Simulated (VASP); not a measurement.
# Ba (P4/mmm) in VASP: further runs

Runs on Ba. Level: PBEsol. Tasks: single point.

All numbers are computed with VASP 6.6.1; they aren't measurements. Logs are shortened: lines on timing, memory, paths and dates and some standing lists are left out, and cuts for length are marked.

## Step 1: The cell of the first run

It takes space group P4/mmm (No. 123, tetragonal). The conventional cell has a = 4.000 Å, b = 4.000 Å, c = 3.606 Å, α = 90.00°, β = 90.00°, γ = 90.00°. Ba (site symmetry 4/mmm) has 6 Ba at 3.61 to 4.00 Å within 4.7 Å.

## Step 2: Single point, PBEsol

The input, INCAR:

```
ALGO = Normal
EDIFF = 1E-7
ENCUT = 520
GGA = PS
ISIF = 2
ISMEAR = -1
LASPH = True
LCHARG = True
LELF = True
LREAL = False
LVHAR = True
LWAVE = False
NBANDS = 11
NELM = 100
PREC = Accurate
SIGMA = 0.25
```

The input, KPOINTS:

```
k-points
0
Gamma
  7 7 8
```

The input, POSCAR:

```
Ba
1.0
    3.9996500000      0.0000000000      0.0000000000
    0.0000000000      3.9996500000      0.0000000000
    0.0000000000      0.0000000000      3.6055390000
Ba
1
Direct
    0.5000000000      0.5000000000      0.5000000000
```

Potentials or basis: VASP PAW PBE potentials, release 64 (Ba_sv).

Command:

```bash
$ cat potpaw_PBE.64/Ba_sv/POTCAR > POTCAR
$ mpirun -np 1 vasp_std > vasp.out
```

OUTCAR:

```text
EDIFF = 1E-7
   ENCUT = 520
   GGA = PS
   ISIF = 2
   ISMEAR = -1
   LASPH = True
   LREAL = False
   NELM = 100
   PREC = Accurate

 ion  position               nearest neighbor table
   1  0.500  0.500  0.500-

  LATTYP: Found a simple tetragonal cell.
 ALAT       =     3.9996500000
 C/A-ratio  =     0.9014636281

  Lattice vectors:

 A1 = (   3.9996500000,   0.0000000000,   0.0000000000)
 A2 = (   0.0000000000,   3.9996500000,   0.0000000000)
 A3 = (   0.0000000000,   0.0000000000,   3.6055390000)

Analysis of symmetry for initial positions (statically):
=====================================================================
 Subroutine PRICEL returns:
 Original cell was already a primitive cell.

 Routine SETGRP: Setting up the symmetry group for a
 simple tetragonal supercell.

 Subroutine GETGRP returns: Found 16 space group operations
 (whereof 16 operations were pure point group operations)
 out of a pool of 16 trial point group operations.

The static configuration has the point symmetry D_4h.

Analysis of symmetry for dynamics (positions and initial velocities):
=====================================================================
 Subroutine PRICEL returns:
 Original cell was already a primitive cell.

 Routine SETGRP: Setting up the symmetry group for a
 simple tetragonal supercell.

 Subroutine GETGRP returns: Found 16 space group operations
 (whereof 16 operations were pure point group operations)
 out of a pool of 16 trial point group operations.

The dynamic configuration has the point symmetry D_4h.

 Subroutine INISYM returns: Found 16 space group operations
 (whereof 16 operations are pure point group operations),
 and found     1 'primitive' translations

----------------------------------------------------------------------------------------

                                     Primitive cell

  volume of cell :      57.6785

  direct lattice vectors                    reciprocal lattice vectors
     3.999650000  0.000000000  0.000000000     0.250021877  0.000000000  0.000000000
     0.000000000  3.999650000  0.000000000     0.000000000  0.250021877  0.000000000
     0.000000000  0.000000000  3.605539000     0.000000000  0.000000000  0.277351042

  length of vectors
     3.999650000  3.999650000  3.605539000     0.250021877  0.250021877  0.277351042

  position of ions in fractional coordinates (direct lattice)
     0.500000000  0.500000000  0.500000000

  ion indices of the primitive-cell ions
   primitive index   ion index
                 1           1

----------------------------------------------------------------------------------------

 KPOINTS: k-points

Automatic generation of k-mesh.
 Grid dimensions read from file:
 generate k-points for:    7    7    8

 Generating k-lattice:

  Cartesian coordinates                     Fractional coordinates (reciprocal lattice)
     0.035717411  0.000000000  0.000000000     0.142857143  0.000000000  0.000000000
     0.000000000  0.035717411  0.000000000     0.000000000  0.142857143  0.000000000
     0.000000000  0.000000000  0.034668880     0.000000000  0.000000000  0.125000000

  Length of vectors
     0.035717411  0.035717411  0.034668880

  Shift w.r.t. Gamma in fractional coordinates (k-lattice)
     0.000000000  0.000000000  0.000000000

 Subroutine IBZKPT returns following result:
 ===========================================

 Found     50 irreducible k-points:

 Following reciprocal coordinates:
            Coordinates               Weight
  0.000000  0.000000  0.000000      1.000000
  0.142857  0.000000  0.000000      4.000000
  0.285714  0.000000  0.000000      4.000000
  0.428571  0.000000  0.000000      4.000000
  0.142857  0.142857  0.000000      4.000000
  0.285714  0.142857  0.000000      8.000000
[... 16 lines left out ...]
  0.285714  0.000000  0.250000      8.000000
  0.428571  0.000000  0.250000      8.000000
 [... further k-points ...]
   k-points           NKPTS =     50   k-points in BZ     NKDIM =     50   number of bands    NBANDS=     11
   number of dos      NEDOS =    301   number of ions     NIONS =      1
   total plane-waves  NPLWV =  25200
   dimension x,y,z NGX =    30 NGY =   30 NGZ =   28
   dimension x,y,z NGXF=    60 NGYF=   60 NGZF=   56
   ions per type =               1
   NGX,Y,Z   is equivalent  to a cutoff of  12.47, 12.47, 12.91 a.u.
   NGXF,Y,Z  is equivalent  to a cutoff of  24.94, 24.94, 25.82 a.u.
 SYSTEM =  unknown system
   PREC   = accura    normal or accurate (medium, high low for compatibility)
   ISTART =      0    job   : 0-new  1-cont  2-samecut
   ICHARG =      2    charge: 1-file 2-atom 10-const
   ISPIN  =      1    spin polarized calculation?
   LNONCOLLINEAR =      F non collinear calculations
   LSORBIT =      F    spin-orbit coupling
   LASPH  =      T    aspherical Exc in radial PAW
   ENCUT  =  520.0 eV  38.22 Ry    6.18 a.u.   7.44  7.44  6.70*2*pi/ulx,y,z
   NELM   =    100;   NELMIN=  2; NELMDL= -5     # of ELM steps
   EDIFF  = 0.1E-06   stopping-criterion for ELM
   LREAL  =      F    real-space projection
   EDIFFG = 0.1E-05   stopping-criterion for IOM
   NSW    =      0    number of steps for IOM
   IBRION =     -1    ionic relax: 0-MD 1-quasi-New 2-CG
   NFREE  =      0    steps in history (QN), initial steepest desc. (CG)
   ISIF   =      2    stress and relaxation
   ISYM   =      2    0-nonsym 1-usesym 2-fastsym
   POTIM  = 0.5000    time-step for ionic-motion
   TEBEG  =    0.0;   TEEND  =   0.0 temperature during run
   PSTRESS=    0.0 pullay stress
   NELECT =      10.0000    total number of electrons
   NUPDOWN=      -1.0000    fix difference up-down
   EMIN   =  10.00;   EMAX   =-10.00  energy-range for DOS
   EFERMI =   0.00;   METHOD = LEGACY
   ISMEAR =    -1;   SIGMA  =   0.25  broadening in eV -4-tet -1-fermi 0-gaus
   EFERMI_NEDOS =   21; number of points for ismear=-14 and -15
   IALGO  =     38    algorithm
   IMIX   =      4    mixing-type and parameters
     AMIX     =   0.40;   BMIX     =  1.00
     AMIX_MAG =   1.60;   BMIX_MAG =  1.00
  volume/ion in A,a.u.               =      57.68       389.23
  Fermi-wavevector in a.u.,A,eV,Ry     =   0.912858  1.725052 11.337878  0.833311
  Thomas-Fermi vector in A             =   2.037303
   LORBIT       =      0    0 simple, 1 ext, 2 COOP (PROOUT), +10 PAW based schemes
   GGA     = PS    functional components
   LHFCALC =     F    Hartree Fock is set to
   AEXX    =    0.0000 exact exchange contribution
   IVDW    =     0    specifies the selected vdW correction
   LEPSILON=     F    determine dielectric tensor
   LRPA    =     F    only Hartree local field effects (RPA)
 non-spin polarized calculation
  energy-cutoff  :      520.00
  volume of cell :       57.68
 maximum number of plane-waves:      1574
 NGX is ok and might be reduce to    30
   NGX = 15   NGY = 15   NGZ = 13

 number of electron      10.0000000 magnetization

 number of electron       9.9999999 magnetization

 Free energy of the ion-electron system (eV)
  ---------------------------------------------------
  ext. energy  EPLUGINS =         0.00000000
  ---------------------------------------------------
  free energy    TOTEN  =        -1.95197455 eV

  energy without entropy =       -1.61243249  energy(sigma->0) =       -1.78220352

 E-fermi :   1.7425     XC(G=0):  -7.7609

 val. band max:        1.7359931504   @ k =   0.0000   0.0000   0.0000
 cond. band min:       1.7849059033   @ k =   0.1429   0.0000   0.0000
 fundamental gap:      0.0489127528
 Fermi energy:         1.7424898736

 k-point     1 :       0.0000    0.0000    0.0000
  band No.  band energies     occupation
      1     -27.2241      2.00000
      2     -12.0710      2.00000
      3     -12.0710      2.00000
      4     -11.6974      2.00000
      5      -0.8360      1.99993
      6       1.7030      1.07878
      7       1.7360      1.01299
      8       6.5325      0.00000
      9       7.3805      0.00000
     10       7.3805      0.00000
     11       9.1985      0.00000

 k-point     2 :       0.1429    0.0000    0.0000
  band No.  band energies     occupation
      1     -27.2143      2.00000
      2     -12.2073      2.00000
      3     -12.0594      2.00000
      4     -11.6874      2.00000
      5      -0.5397      1.99978
      6       1.7849      0.91537
      7       2.0037      0.52039
      8       5.8555      0.00000
      9       6.8562      0.00000
     10       7.4188      0.00000
     11       8.2736      0.00000

 k-point     3 :       0.2857    0.0000    0.0000
  band No.  band energies     occupation
      1     -27.1920      2.00000
      2     -12.4954      2.00000
      3     -12.0330      2.00000
      4     -11.6648      2.00000
      5       0.1482      1.99661
      6       1.9741      0.56735
      7       2.5574      0.07395
      8       4.9161      0.00001
      9       6.0333      0.00000
     10       7.3981      0.00000
     11       7.5079      0.00000

 k-point     4 :       0.4286    0.0000    0.0000
  band No.  band energies     occupation
      1     -27.1740      2.00000
      2     -12.7110      2.00000
      3     -12.0117      2.00000
      4     -11.6465      2.00000
      5       0.8293      1.94947
      6       2.1499      0.32780
      7       2.6236      0.05725
      8       4.3757      0.00005
      9       5.5360      0.00000
     10       7.5824      0.00000
     11       7.9770      0.00000
[... 239 lines left out ...]
 k-point    22 :       0.1429    0.0000    0.2500
  band No.  band energies     occupation
      1     -27.1349      2.00000
      2     -12.4636      2.00000
      3     -12.1194      2.00000
      4     -11.9794      2.00000
      5       0.3720      1.99171
      6       2.3506      0.16149
      7       3.2739      0.00436
      8       4.6553      0.00002
      9       5.1472      0.00000
     10       6.2326      0.00000
     11       8.7109      0.00000

 k-point    23 :       0.2857    0.0000    0.2500
  band No.  band energies     occupation
      1     -27.1132      2.00000
      2     -12.4356      2.00000
      3     -12.3884      2.00000
      4     -11.9544      2.00000
      5       0.9326      1.92460
      6       2.3625      0.15456
      7       3.7864      0.00056
      8       4.3877      0.00005
      9       5.1254      0.00000
     10       5.5368      0.00000
     11       8.3795      0.00000

 k-point    24 :       0.4286    0.0000    0.2500
  band No.  band energies     occupation
      1     -27.0957      2.00000
      2     -12.6019      2.00000
      3     -12.4012      2.00000
      4     -11.9341      2.00000
      5       1.4278      1.55761
      6       2.0111      0.50910
      7       3.9429      0.00030
      8       4.7434      0.00001
      9       5.0463      0.00000
     10       5.5285      0.00000
     11       8.2151      0.00000

 [... further k-points ...]

------------------------ aborting loop because EDIFF is reached ----------------------------------------

  FORCE on cell =-STRESS in cart. coord.  units (eV):
  Direction    XX          YY          ZZ          XY          YZ          ZX
  --------------------------------------------------------------------------------------
  -------------------------------------------------------------------------------------
  Total       -0.2964169     -0.2964169      0.8826098      0.0000000     -0.0000000     -0.0000000
  in kB       -8.2337818     -8.2337818     24.5168765      0.0000000     -0.0000000     -0.0000000
  external PRESSURE =       2.6831043 kB  Pullay stress =       0.0000000 kB

 VOLUME and BASIS-vectors are now :
 -----------------------------------------------------------------------------
  energy-cutoff  :      520.00
  volume of cell :       57.68
      direct lattice vectors                 reciprocal lattice vectors
     3.999650000  0.000000000  0.000000000     0.250021877  0.000000000  0.000000000
     0.000000000  3.999650000  0.000000000     0.000000000  0.250021877  0.000000000
     0.000000000  0.000000000  3.605539000     0.000000000  0.000000000  0.277351042

 POSITION                                       TOTAL-FORCE (eV/Angst)
 -----------------------------------------------------------------------------------
      1.99982      1.99982      1.80277         0.000000      0.000000      0.000000
 -----------------------------------------------------------------------------------
    total drift:                                0.000000      0.000000      0.000000

  FREE ENERGIE OF THE ION-ELECTRON SYSTEM (eV)
  ---------------------------------------------------
  free  energy   TOTEN  =        -1.9519745494 eV

  energy  without entropy=       -1.6124324893  energy(sigma->0) =       -1.78220352
```

Run time: 37 s. Hardware: 1 thread of Intel Xeon 8259CL, shared host; peak memory 0.18 GiB.

Results:

| Item | Value |
| --- | --- |
| Free energy | -1.9520 eV |
| Pressure | 0.3 GPa |
| Band gap on the k mesh | zero (bands 5 and 6 overlap by 0.51 eV) |

Stress tensor (GPa, compression positive):
```
-0.82  0.00  0.00
 0.00 -0.82  0.00
 0.00  0.00  2.45
```

Levels at points of the mesh, in eV from the Fermi level:
```tsv
k point	band 1	band 2	band 3	band 4	band 5	band 6	band 7	band 8	band 9	band 10
(0.00, 0.00, 0.00)	-28.97	-13.81	-13.81	-13.44	-2.58	-0.04	-0.01	4.79	5.64	5.64
(0.00, 0.00, 0.50)	-28.80	-14.89	-13.65	-13.65	-0.28	0.97	1.31	2.17	2.17	5.31
```

Caveat: the PAW data sets were made with another functional, which shifts forces and pressure a little; spin-orbit coupling is left out, which moves the levels of the heavy elements.

## Step 3: Single point, PBEsol

The input, INCAR:

```
PREC     = Accurate       # precision mode
ENCUT    = 520            # plane-wave cutoff, eV
EDIFF    = 1E-7           # SCF threshold, eV
ISMEAR   = -1             # smearing method
SIGMA    = 0.1            # smearing width, eV
LREAL    = False          # projectors in reciprocal space
LASPH    = True           # aspherical terms in the spheres
NELM     = 80             # most SCF steps
ALGO     = Normal         # electronic algorithm
ISIF     = 2              # what is computed and relaxed
LWAVE    = False          # write WAVECAR
LCHARG   = True           # write CHGCAR
GGA      = PS             # functional
LELF     = True           # ELF
LVHAR    = True         
NBANDS   = 11             # bands
```

The input, KPOINTS:

```
regular mesh
0
Gamma
  7 7 8
```

POSCAR is that of step 2.

Potentials or basis: VASP PAW PBE potentials, release 64 (Ba_sv).

Command:

```bash
$ cat potpaw_PBE.64/Ba_sv/POTCAR > POTCAR
$ mpirun -np 1 vasp_std > vasp.out
```

OUTCAR:

```text
PREC = Accurate
   ENCUT = 520
   EDIFF = 1E-7
   ISMEAR = -1
   LREAL = False
   LASPH = True
   NELM = 80
   ISIF = 2
   GGA = PS

 ion  position               nearest neighbor table
   1  0.500  0.500  0.500-

  LATTYP: Found a simple tetragonal cell.
 ALAT       =     3.9996500000
 C/A-ratio  =     0.9014636281

  Lattice vectors:

[... 515 lines left out ...]
      7       3.8989      0.00000
      8       4.7085      0.00000
      9       5.0322      0.00000
     10       5.4784      0.00000
     11       8.1790      0.00000

 [... further k-points ...]

------------------------ aborting loop because EDIFF is reached ----------------------------------------

  FORCE on cell =-STRESS in cart. coord.  units (eV):
  Direction    XX          YY          ZZ          XY          YZ          ZX
  --------------------------------------------------------------------------------------
  -------------------------------------------------------------------------------------
  Total       -0.4423426     -0.4423426      0.8697342      0.0000000      0.0000000     -0.0000000
  in kB      -12.2872642    -12.2872642     24.1592232      0.0000000      0.0000000     -0.0000000
  external PRESSURE =      -0.1384351 kB  Pullay stress =       0.0000000 kB

 VOLUME and BASIS-vectors are now :
 -----------------------------------------------------------------------------
  energy-cutoff  :      520.00
  volume of cell :       57.68
      direct lattice vectors                 reciprocal lattice vectors
     3.999650000  0.000000000  0.000000000     0.250021877  0.000000000  0.000000000
     0.000000000  3.999650000  0.000000000     0.000000000  0.250021877  0.000000000
     0.000000000  0.000000000  3.605539000     0.000000000  0.000000000  0.277351042

 POSITION                                       TOTAL-FORCE (eV/Angst)
 -----------------------------------------------------------------------------------
      1.99982      1.99982      1.80277         0.000000      0.000000      0.000000
 -----------------------------------------------------------------------------------
    total drift:                                0.000000      0.000000      0.000000

  FREE ENERGIE OF THE ION-ELECTRON SYSTEM (eV)
  ---------------------------------------------------
  free  energy   TOTEN  =        -1.8211674020 eV

  energy  without entropy=       -1.7831635927  energy(sigma->0) =       -1.80216550
```

OSZICAR:

```text
N       E                     dE             d eps       ncg     rms          rms(c)
DAV:   1     0.637413625674E+02    0.63741E+02   -0.43265E+03  1100   0.742E+02
DAV:   2     0.164002442587E+01   -0.62101E+02   -0.60608E+02  1323   0.143E+02
DAV:   3    -0.170089963823E+01   -0.33409E+01   -0.33221E+01  1394   0.389E+01
DAV:   4    -0.183412332702E+01   -0.13322E+00   -0.13288E+00  1558   0.511E+00
DAV:   5    -0.183559876834E+01   -0.14754E-02   -0.14754E-02  1388   0.512E-01    0.216E+00
DAV:   6    -0.182536366918E+01    0.10235E-01   -0.13179E-02  1365   0.788E-01    0.124E+00
DAV:   7    -0.182107147526E+01    0.42922E-02   -0.19142E-02  1423   0.100E+00    0.728E-02
DAV:   8    -0.182115114548E+01   -0.79670E-04   -0.53637E-04  1324   0.150E-01    0.213E-02
DAV:   9    -0.182116860322E+01   -0.17458E-04   -0.28009E-05  1480   0.357E-02    0.594E-03
DAV:  10    -0.182116783405E+01    0.76917E-06   -0.36013E-06  1382   0.985E-03    0.139E-03
DAV:  11    -0.182116751302E+01    0.32102E-06   -0.10894E-07  1298   0.213E-03    0.931E-04
DAV:  12    -0.182116739323E+01    0.11979E-06   -0.10421E-08   697   0.733E-04    0.139E-04
DAV:  13    -0.182116740195E+01   -0.87211E-08   -0.14900E-09   646   0.219E-04
   1 F= -.18211674E+01 E0= -.18021655E+01  d E =-.380038E-01
```

Wall time 38 s (1 thread of Intel Xeon 8259CL, shared host); peak memory 0.18 GiB.

Results:

```yaml
Free_energy: -1.8212 eV
Pressure: 0.0 GPa
Band_gap_on_the_k_mesh: zero (bands 5 and 6 overlap by 0.53 eV)
```

Stress tensor (GPa, compression positive):
```
-1.23  0.00  0.00
 0.00 -1.23  0.00
 0.00  0.00  2.42
```

Caveat: the PAW data sets were made with another functional, which shifts forces and pressure a little; spin-orbit coupling is left out, which moves the levels of the heavy elements.

## Step 4: Single point, PBEsol

The input, INCAR:

```
PREC = Accurate ; ENCUT = 520
EDIFF = 1E-6 ; ISMEAR = -1
SIGMA = 0.05 ; LREAL = False
LASPH = True ; NELM = 80
ALGO = Normal ; ISIF = 2
LWAVE = False ; LCHARG = False
GGA = PS ; NBANDS = 11
```

The input, KPOINTS:

```
Automatic mesh
0
Gamma
  7 7 8
```

POSCAR is that of step 3.

Command:

```bash
$ cat potpaw_PBE.64/Ba_sv/POTCAR > POTCAR
$ mpirun -np 1 vasp_std > vasp.out
```

Run time: 42 s. Hardware: 1 thread of Intel Xeon 8259CL, shared host; peak memory 0.18 GiB.

Results (log left out):

- Free energy: -1.8089 eV
- Pressure: 0.0 GPa
- Band gap on the k mesh: zero (bands 5 and 6 overlap by 0.53 eV)

Stress tensor (GPa, compression positive):
```
-1.32  0.00  0.00
 0.00 -1.32  0.00
 0.00  0.00  2.50
```

Levels at points of the mesh, in eV from the Fermi level:
| k point | band 2 | band 3 | band 4 | band 5 | band 6 | band 7 | band 8 | band 9 |
| --- | --- | --- | --- | --- | --- | --- | --- | --- |
| (0.00, 0.00, 0.00) | -13.86 | -13.86 | -13.50 | -2.53 | -0.05 | 0.01 | 4.78 | 5.61 |
| (0.00, 0.00, 0.50) | -14.94 | -13.70 | -13.70 | -0.25 | 0.98 | 1.36 | 2.16 | 2.16 |

Caveat: the PAW data sets were made with another functional, which shifts forces and pressure a little; spin-orbit coupling is left out, which moves the levels of the heavy elements.

[end of part 1 of 2]
